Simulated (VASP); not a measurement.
A run of VASP 6.6.1:

POSCAR

```
YSb
1.0
    0.0000000000      3.1049783533      3.1049783533
    3.1049783533      0.0000000000      3.1049783533
    3.1049783533      3.1049783533      0.0000000000
Y Sb
1 1
Direct
    0.5000000000      0.5000000000      0.5000000000
    0.0000000000      0.0000000000      0.0000000000
```

Contents of INCAR.step1:

```
SYSTEM = YSb
ALGO = Normal ; EDIFF = 1E-4
ENCUT = 520 ; GGA = PE
ISMEAR = -1 ; LASPH = .True.
LCHARG = .False. ; LREAL = .False.
LWAVE = .True. ; NBANDS = 15
NELM = 100 ; PREC = Accurate
SIGMA = 0.05
```

Contents of INCAR.step2:

```
SYSTEM = YSb
ALGO = Normal ; EDIFF = 1E-7
ENCUT = 520 ; ISIF = 2
ISMEAR = -1 ; ISTART = 1
LASPH = .True. ; LCHARG = .True.
LELF = .True. ; LMIXTAU = .True.
LREAL = .False. ; LVHAR = .True.
LWAVE = .False. ; METAGGA = R2SCAN
NBANDS = 15 ; NELM = 100
PREC = Accurate ; SIGMA = 0.05
```

Contents of KPOINTS:

```
k-points
0
Gamma
  9 9 9
  0 0 0
```

Potentials or basis: VASP PAW PBE potentials, release 64 (Y_sv, Sb).

Launch:

```sh
$ cat potpaw_PBE.64/Y_sv/POTCAR potpaw_PBE.64/Sb/POTCAR > POTCAR
$ cp INCAR.step1 INCAR
$ mpirun -np 1 vasp_std > vasp.out
$ cp INCAR.step2 INCAR
$ mpirun -np 1 vasp_std > vasp.out
```

Hardware: 1 thread of Intel(R) Xeon(R) 6975P-C (Granite Rapids) (shared host).

Task: Estimate the wall time of this run.

Result: Wall time 96 s on 1 thread of Intel(R) Xeon(R) 6975P-C (Granite Rapids), on a shared host, peak memory 0.24 GiB. Counts: k points 35.
